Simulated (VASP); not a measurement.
Input of a VASP 6.6.1 run:

Contents of INCAR:

```
ALGO = Fast
EDIFF = 1E-7
ENCUT = 520
GGA = PS
ISIF = 2
ISMEAR = 0
LASPH = T
LCHARG = F
LREAL = F
LWAVE = F
NBANDS = 18
NELM = 100
PREC = Accurate
SIGMA = 0.15
```

KPOINTS

```
k-points
0
Gamma
  18 18 10
```

Contents of POSCAR:

```
Au
1.0
    2.8999984104      0.0000000000      0.0000000000
   -1.4499992052      2.5114722944      0.0000000000
    0.0000000000      0.0000000000      5.0020000000
Au
2
Direct
    0.3333333333      0.6666666667      0.7500000000
    0.6666666667      0.3333333333      0.2500000000
```

Potentials or basis: VASP PAW PBE potentials, release 64 (Au).

Command:

```bash
$ cat potpaw_PBE.64/Au/POTCAR > POTCAR
$ mpirun -np 1 vasp_std > vasp.out
```

**Question.** What does it give for the band gap on the k mesh?

**Answer.** Zero (band 11 reaches 12.19 eV, above the bottom of band 12 at 5.70 eV).

**Question.** What does it give for the pressure?

**Answer.** -9.4 GPa.

Stress tensor (GPa, compression positive):
```
-9.16  0.00  0.00
 0.00 -9.16  0.00
 0.00  0.00 -9.89
```

Caveat: the cell differs from its parent crystal (strain +0.000 along x and y, +0.025 along z); the PAW data sets were made with another functional, which shifts forces and pressure a little; spin-orbit coupling is left out, which moves the levels of the heavy elements.
